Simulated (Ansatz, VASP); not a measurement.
**Pb: VASP beside Ansatz**

File INCAR:

```
PREC = Accurate
ENCUT = 520
EDIFF = 1E-8
ISMEAR = -1
SIGMA = 0.08
LREAL = False
LASPH = True
NELM = 100
ALGO = Normal
ISIF = 2
LWAVE = False
LCHARG = False
GGA = PS
LEFG = True
NBANDS = 21
```

The input KPOINTS:

```
Automatic mesh
0
Gamma
  14 14 8
```

The input POSCAR:

```
Pb
1.0
    3.4800006906      0.0000000000      0.0000000000
   -1.7400003453      3.0137690032      0.0000000000
    0.0000000000      0.0000000000      5.5900000000
Pb
2
Direct
    0.3333333333      0.6666666667      0.2500000000
    0.6666666667      0.3333333333      0.7500000000
```

Input for Ansatz:

```yaml
crystal:
  lattice:
    - [3.4800006906, 0.0, 0.0]
    - [-1.7400003453, 3.0137690032, 0.0]
    - [0.0, 0.0, 5.59]
  atoms:
    - { symbol: Pb, position: [0.3333333333, 0.6666666667, 0.25] }
    - { symbol: Pb, position: [0.6666666667, 0.3333333333, 0.75] }
kpoints:
  mp_grid: { grid: [14, 14, 8] }
  band_path:
    path:
      - [0.0, 0.0, 0.0]
      - [0.5, 0.0, 0.0]
      - [0.3333333333, 0.3333333333, 0.0]
      - [0.0, 0.0, 0.0]
      - [0.0, 0.0, 0.5]
      - [0.5, 0.0, 0.5]
      - [0.3333333333, 0.3333333333, 0.5]
      - [0.0, 0.0, 0.5]
      - [0.5, 0.0, 0.5]
    npoints: 5
scf:
  occupations: { method: fermi_dirac, width: 0.08 }
hamiltonian:
  xc: pbesol
  pseudopotentials: { kind: paw }
output:
  forces: true
  stress: true
  eigenvalues: true
  efg: { contact_densities: true }
```

Alike in both runs: task electric field gradients; functional PBEsol; k mesh 14 × 14 × 8; occupations fermi-dirac, width 0.08 eV; no spin polarisation.

|  | VASP | Ansatz |
| --- | --- | --- |
| version | VASP 6.6.1 | Ansatz 0.2.0 |
| potentials or method | VASP PAW PBE potentials, release 64 (Pb_d) | PAW with Ansatz's default frozen-core files, scalar-relativistic |
| plane-wave cutoff (eV) | 520 | 420 |
| valence electrons in the cell | 28 | 28 |

|  | VASP | Ansatz | Ansatz less VASP |
| --- | --- | --- | --- |
| pressure (GPa) | 0.9 | 1.0 | +0.08 |
| traceless stress, the component that is largest in VASP (GPa) | 1.23 | 1.23 | +0.004 |
| size of Vzz on the site where it differs most (V/Å²) | 50.5 | 52.4 | +1.94 |

VASP's potentials were made for PBE, not for PBEsol. The functional is the same, so the differences come from potentials, cutoffs and numerics.

Neither program's run includes spin-orbit coupling.
